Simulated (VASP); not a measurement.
# Ce (Fm-3m) in VASP: a series of runs

Runs on Ce. Level: PBE. Tasks: single point.

Everything below comes from runs of VASP 6.6.1. Logs are shortened: lines on timing, memory, paths and dates and some standing lists are left out, and cuts for length are marked.

## Step 1: The cell of the first run

The structure is cubic, space group Fm-3m (No. 225). Conventional cell: a = 4.755 Å, b = 4.755 Å, c = 4.755 Å, α = 90.00°, β = 90.00°, γ = 90.00°. Within 4.4 Å of Ce (site symmetry m-3m) lie 12 Ce at 3.36 Å.

## Step 2: Single point, PBE

INCAR

```
SYSTEM = Ce
  ALGO = Normal
  EDIFF = 1E-6
  ENCUT = 500
  GGA = PE
  GGA_COMPAT = .FALSE.
  ISIF = 2
  ISMEAR = 1
  LASPH = .TRUE.
  LCHARG = .TRUE.
  LELF = .TRUE.
  LMAXMIX = 6
  LREAL = .FALSE.
  LVHAR = .TRUE.
  LWAVE = .FALSE.
  NBANDS = 12
  NELM = 200
  PREC = Accurate
  SIGMA = 1.0
```

KPOINTS

```
k-points
0
G
  11 11 11
  0 0 0
```

POSCAR

```
Ce
1.0
    0.0000000000      2.3774557595      2.3774557595
    2.3774557595      0.0000000000      2.3774557595
    2.3774557595      2.3774557595      0.0000000000
Ce
1
Direct
    0.0000000000      0.0000000000      0.0000000000
```

Potentials or basis: VASP PAW PBE potentials, release 64 (Ce).

Run with:

```bash
> cat potpaw_PBE.64/Ce/POTCAR > POTCAR
> mpirun -np 1 vasp_std > vasp.out
```

OUTCAR:

```text
SYSTEM = Ce
   EDIFF = 1E-6
   ENCUT = 500
   GGA = PE
   ISIF = 2
   ISMEAR = 1
   LASPH = .TRUE.
   LREAL = .FALSE.
   NELM = 200
   PREC = Accurate

 ion  position               nearest neighbor table
   1  0.000  0.000  0.000-

  LATTYP: Found a face centered cubic cell.
 ALAT       =     4.7549115190

  Lattice vectors:

 A1 = (   0.0000000000,   2.3774557595,   2.3774557595)
 A2 = (   2.3774557595,   0.0000000000,   2.3774557595)
 A3 = (   2.3774557595,   2.3774557595,   0.0000000000)

Analysis of symmetry for initial positions (statically):
=====================================================================
 Subroutine PRICEL returns:
 Original cell was already a primitive cell.

 Routine SETGRP: Setting up the symmetry group for a
 face centered cubic supercell.

 Subroutine GETGRP returns: Found 48 space group operations
 (whereof 48 operations were pure point group operations)
 out of a pool of 48 trial point group operations.

The static configuration has the point symmetry O_h .

Analysis of symmetry for dynamics (positions and initial velocities):
=====================================================================
 Subroutine PRICEL returns:
 Original cell was already a primitive cell.

 Routine SETGRP: Setting up the symmetry group for a
 face centered cubic supercell.

 Subroutine GETGRP returns: Found 48 space group operations
 (whereof 48 operations were pure point group operations)
 out of a pool of 48 trial point group operations.

The dynamic configuration has the point symmetry O_h .

 Subroutine INISYM returns: Found 48 space group operations
 (whereof 48 operations are pure point group operations),
 and found     1 'primitive' translations

----------------------------------------------------------------------------------------

                                     Primitive cell

  volume of cell :      26.8762

  direct lattice vectors                    reciprocal lattice vectors
     0.000000000  2.377455760  2.377455760    -0.210308856  0.210308856  0.210308856
     2.377455760  0.000000000  2.377455760     0.210308856 -0.210308856  0.210308856
     2.377455760  2.377455760  0.000000000     0.210308856  0.210308856 -0.210308856

  length of vectors
     3.362230179  3.362230179  3.362230179     0.364265623  0.364265623  0.364265623

  position of ions in fractional coordinates (direct lattice)
     0.000000000  0.000000000  0.000000000

  ion indices of the primitive-cell ions
[... 75 lines left out ...]
   LREAL  =      F    real-space projection
   EDIFFG = 0.1E-04   stopping-criterion for IOM
   NSW    =      0    number of steps for IOM
   IBRION =     -1    ionic relax: 0-MD 1-quasi-New 2-CG
   NFREE  =      0    steps in history (QN), initial steepest desc. (CG)
   ISIF   =      2    stress and relaxation
   ISYM   =      2    0-nonsym 1-usesym 2-fastsym
   POTIM  = 0.5000    time-step for ionic-motion
   TEBEG  =    0.0;   TEEND  =   0.0 temperature during run
   PSTRESS=    0.0 pullay stress
   NELECT =      12.0000    total number of electrons
   NUPDOWN=      -1.0000    fix difference up-down
   EMIN   =  10.00;   EMAX   =-10.00  energy-range for DOS
   EFERMI =   0.00;   METHOD = LEGACY
   ISMEAR =     1;   SIGMA  =   1.00  broadening in eV -4-tet -1-fermi 0-gaus
   EFERMI_NEDOS =   21; number of points for ismear=-14 and -15
   IALGO  =     38    algorithm
   IMIX   =      4    mixing-type and parameters
     AMIX     =   0.40;   BMIX     =  1.00
     AMIX_MAG =   1.60;   BMIX_MAG =  1.00
  volume/ion in A,a.u.               =      26.88       181.37
  Fermi-wavevector in a.u.,A,eV,Ry     =   1.251256  2.364531 21.301843  1.565641
  Thomas-Fermi vector in A             =   2.385212
   LORBIT       =      0    0 simple, 1 ext, 2 COOP (PROOUT), +10 PAW based schemes
   GGA     = PE    functional components
   LHFCALC =     F    Hartree Fock is set to
   AEXX    =    0.0000 exact exchange contribution
   IVDW    =     0    specifies the selected vdW correction
   LEPSILON=     F    determine dielectric tensor
   LRPA    =     F    only Hartree local field effects (RPA)
 non-spin polarized calculation
 Methfessel and Paxton  Order N= 1 SIGMA  =   1.00
  energy-cutoff  :      500.00
  volume of cell :       26.88
 maximum number of plane-waves:       701
 NGX is ok and might be reduce to    28
   NGX = 13   NGY = 13   NGZ = 13

 number of electron      12.0000000 magnetization

 Free energy of the ion-electron system (eV)
  ---------------------------------------------------
  ext. energy  EPLUGINS =         0.00000000
  ---------------------------------------------------
  free energy    TOTEN  =        -5.75554927 eV

  energy without entropy =       -5.81221173  energy(sigma->0) =       -5.77443676

 E-fermi :   9.2350     XC(G=0): -11.2101

 val. band max:        9.1985381731   @ k =   0.0000   0.0000   0.0000
 cond. band min:       9.2482247589   @ k =   0.3636   0.1818   0.0909
 fundamental gap:      0.0496865859
 Fermi energy:         9.2349652770

 k-point     1 :       0.0000    0.0000    0.0000
  band No.  band energies     occupation
      1     -25.4287      2.00000
      2      -6.6736      2.00000
      3      -6.6736      2.00000
      4      -6.6736      2.00000
      5       6.3343      2.00032
      6       9.1985      1.06161
      7       9.7744      0.21804
      8       9.7744      0.21804
      9       9.7744      0.21804
     10      10.5053     -0.07031
     11      10.5053     -0.07031
     12      10.5053     -0.07031
[... 331 lines left out ...]
 k-point    24 :      -0.1818    0.1818    0.0000
  band No.  band energies     occupation
      1     -25.1032      2.00000
      2      -8.2855      2.00000
      3      -7.3708      2.00000
      4      -6.8421      2.00000
      5       8.6977      1.77971
      6       8.8466      1.60553
      7       9.2942      0.89992
      8       9.8689      0.13067
      9       9.9153      0.09436
     10      10.0327      0.02108
     11      10.1650     -0.03251
     12      10.4154     -0.07027

 [... further k-points ...]
[... 5 lines left out ...]
  --------------------------------------------------------------------------------------
  -------------------------------------------------------------------------------------
  Total        0.0914667      0.0914667      0.0914667      0.0000000      0.0000000      0.0000000
  in kB        5.4526335      5.4526335      5.4526335      0.0000000      0.0000000      0.0000000
  external PRESSURE =       5.4526335 kB  Pullay stress =       0.0000000 kB

 VOLUME and BASIS-vectors are now :
 -----------------------------------------------------------------------------
  energy-cutoff  :      500.00
  volume of cell :       26.88
      direct lattice vectors                 reciprocal lattice vectors
     0.000000000  2.377455760  2.377455760    -0.210308856  0.210308856  0.210308856
     2.377455760  0.000000000  2.377455760     0.210308856 -0.210308856  0.210308856
     2.377455760  2.377455760  0.000000000     0.210308856  0.210308856 -0.210308856

 POSITION                                       TOTAL-FORCE (eV/Angst)
 -----------------------------------------------------------------------------------
      0.00000      0.00000      0.00000         0.000000      0.000000      0.000000
 -----------------------------------------------------------------------------------
    total drift:                                0.000000     -0.000000      0.000000

  FREE ENERGIE OF THE ION-ELECTRON SYSTEM (eV)
  ---------------------------------------------------
  free  energy   TOTEN  =        -5.7555492727 eV

  energy  without entropy=       -5.8122117346  energy(sigma->0) =       -5.77443676
```

It took 41 s on 1 thread of Intel Xeon Platinum 8375C at 2.90GHz (Ice Lake), shared host; peak memory 0.17 GiB.

Results:

| Quantity | Value |
| --- | --- |
| Free energy | -5.7555 eV |
| Pressure | 0.5 GPa |
| Band gap on the k mesh | zero (band 6 reaches 9.56 eV, above the bottom of band 7 at 9.16 eV) |

Levels at points of the mesh, in eV from the Fermi level:
```tsv
k point	band 3	band 4	band 5	band 6	band 7	band 8	band 9	band 10
(0.00, 0.00, 0.00)	-15.91	-15.91	-2.90	-0.04	0.54	0.54	0.54	1.27
```

Caveat: spin-orbit coupling is left out, which moves the levels of the heavy elements. Spin polarisation is off, so any magnetic state and its effect on volume and gap are missing.

## Step 3: Single point, PBE

INCAR

```
ALGO     = Normal         # electronic algorithm
EDIFF    = 1E-6           # SCF threshold, eV
ENCUT    = 500            # plane-wave cutoff, eV
GGA      = PE             # functional
GGA_COMPAT= F            
ISIF     = 2              # what is computed and relaxed
ISMEAR   = 1              # smearing method
LASPH    = T              # aspherical terms in the spheres
LCHARG   = F              # write CHGCAR
LMAXMIX  = 6              # l up to which the mixer works
LREAL    = F              # projectors in reciprocal space
LWAVE    = F              # write WAVECAR
NBANDS   = 12             # bands
NELM     = 200            # most SCF steps
PREC     = Accurate       # precision mode
SIGMA    = 0.01           # smearing width, eV
```

KPOINTS

```
k-points
0
Gamma
  11 11 11
```

POSCAR is that of step 2.

Potentials or basis: VASP PAW PBE potentials, release 64 (Ce).

Run with:

```bash
> cat potpaw_PBE.64/Ce/POTCAR > POTCAR
> mpirun -np 1 vasp_std > vasp.out
```

Wall time 28 s (1 thread of Intel Xeon Platinum 8375C at 2.90GHz (Ice Lake), shared host); peak memory 0.17 GiB.

Results (log left out):

| Property | Result |
| --- | --- |
| Free energy | -5.9367 eV |
| Pressure | -0.8 GPa |
| Band gap on the k mesh | zero (band 6 reaches 9.43 eV, above the bottom of band 7 at 9.10 eV) |

Levels at points of the mesh, in eV from the Fermi level:
```
           k point  band 2  band 3  band 4  band 5  band 6  band 7  band 8  band 9  band 10  band 11
(0.00, 0.00, 0.00)  -15.93  -15.93  -15.93   -2.85   -0.15    0.42    0.42    0.42     1.15     1.15
```

Caveat: spin-orbit coupling is left out, which moves the levels of the heavy elements. Spin polarisation is off, so any magnetic state and its effect on volume and gap are missing.

## Step 4: Single point, PBE

INCAR

```
SYSTEM = Ce
PREC = Accurate ; ENCUT = 500
EDIFF = 1E-6 ; ISMEAR = 1
SIGMA = 0.1 ; LREAL = .FALSE.
LASPH = .TRUE. ; NELM = 200
ALGO = Normal ; ISIF = 2
LWAVE = .FALSE. ; LCHARG = .FALSE.
GGA = PE ; NBANDS = 12
GGA_COMPAT = .FALSE. ; LMAXMIX = 6
```

KPOINTS

```
regular mesh
0
G
  11 11 11
  0 0 0
```

POSCAR is that of step 3.

Run with:

```bash
> cat potpaw_PBE.64/Ce/POTCAR > POTCAR
> mpirun -np 1 vasp_std > vasp.out
```

It took 31 s on 1 thread of Intel Xeon Platinum 8375C at 2.90GHz (Ice Lake), shared host; peak memory 0.17 GiB.

The run converged. Its results:

* Free energy: -5.9360 eV
* Pressure: -0.8 GPa
* Band gap on the k mesh: zero (band 6 reaches 9.43 eV, above the bottom of band 7 at 9.10 eV)

Levels at points of the mesh, in eV from the Fermi level:
```csv
k point,band 2,band 3,band 4,band 5,band 6,band 7,band 8,band 9,band 10,band 11
"(0.00, 0.00, 0.00)",-15.96,-15.96,-15.96,-2.88,-0.18,0.38,0.38,0.38,1.12,1.12
```

Caveat: spin-orbit coupling is left out, which moves the levels of the heavy elements. Spin polarisation is off, so any magnetic state and its effect on volume and gap are missing.

## Step 5: Single point, PBE, collinear spin, ferromagnetic start

This run uses another cell than the first one, of 26.56 Å³/atom, 0.988 times its volume.

INCAR

```
SYSTEM = Ce
  PREC = Accurate
  ENCUT = 500
  EDIFF = 1E-6
  ISMEAR = -1
  SIGMA = 0.1
  LREAL = .False.
  LASPH = .True.
  NELM = 200
  ALGO = Normal
  ISIF = 2
  LWAVE = .False.
  LCHARG = .False.
  ISPIN = 2
  MAGMOM = 1
  LORBIT = 11
  LMAXMIX = 6
  GGA = PE
  NBANDS = 16
  GGA_COMPAT = .False.
```

KPOINTS

```
Automatic mesh
0
Gamma
  6 6 6
  0 0 0
```

POSCAR

```
Ce
1.0
    0.0000000000      2.3680617085      2.3680617085
    2.3680617085      0.0000000000      2.3680617085
    2.3680617085      2.3680617085      0.0000000000
Ce
1
Direct
    0.0000000000      0.0000000000      0.0000000000
```

Run with:

```bash
> cat potpaw_PBE.64/Ce/POTCAR > POTCAR
> mpirun -np 1 vasp_std > vasp.out
```

It took 12 s on 1 thread of Intel Xeon Platinum 8559C (Emerald Rapids), shared host; peak memory 0.16 GiB.

It converged, with:

- Free energy: -6.0107 eV
- Pressure: 0.0 GPa
- Band gap on the k mesh: zero (filled and empty bands overlap)
- Net moment: 0.00 μB per cell
- Valence electrons inside the program's atomic spheres: Ce 9.92

Levels at points of the mesh, in eV from the Fermi level:
Spin up:
```
           k point  band 4  band 5  band 6  band 7  band 8  band 9
(0.00, 0.00, 0.00)  -15.91   -2.85   -0.17    0.42    0.42    0.42
(0.50, 0.00, 0.00)  -16.26   -2.02   -0.08    0.50    0.50    0.77
(0.50, 0.50, 0.00)  -16.92   -2.81   -2.15    0.55    0.65    0.65
```
Spin down:
| k point | band 2 | band 3 | band 4 | band 5 | band 6 | band 7 | band 8 | band 9 | band 10 | band 11 |
| --- | --- | --- | --- | --- | --- | --- | --- | --- | --- | --- |
| (0.00, 0.00, 0.00) | -15.91 | -15.91 | -15.91 | -2.85 | -0.17 | 0.42 | 0.42 | 0.42 | 1.17 | 1.17 |
| (0.50, 0.00, 0.00) | -18.74 | -16.26 | -16.26 | -2.02 | -0.08 | 0.50 | 0.50 | 0.77 | 0.99 | 0.99 |
| (0.50, 0.50, 0.00) | -18.52 | -16.92 | -16.92 | -2.81 | -2.15 | 0.55 | 0.65 | 0.65 | 0.72 | 0.89 |

Caveat: the k points lie up to 0.38 Å⁻¹ apart; the magnetic or orbital state may not be the lowest; spin-orbit coupling is left out, which moves the levels of the heavy elements.

## Step 6: Summary

| spin | cell | k mesh | smearing | gap on the mesh (eV) | pressure (GPa) |
| --- | --- | --- | --- | --- | --- |
| off | a = 3.362 Å, angles 60.0°, 1 atom | 11 × 11 × 11 | methfessel-paxton 1 eV | none | 0.5 |
| off | a = 3.362 Å, angles 60.0°, 1 atom | 11 × 11 × 11 | methfessel-paxton 0.01 eV | none | -0.8 |
| off | a = 3.362 Å, angles 60.0°, 1 atom | 11 × 11 × 11 | methfessel-paxton 0.1 eV | none | -0.8 |
| collinear, ferromagnetic start | a = 3.349 Å, angles 60.0°, 1 atom | 6 × 6 × 6 | fermi-dirac 0.1 eV | none | 0.0 |

Alike in all rows: task single point; level PBE; potentials or basis VASP PAW PBE potentials, release 64 (Ce); cutoff (eV) 500.

Caveats: some runs use coarse meshes; spin-orbit coupling is left out, which moves the levels of the heavy elements; the magnetic or orbital state may not be the lowest (some runs).

Absolute energies hang on the potentials; compare differences alone.
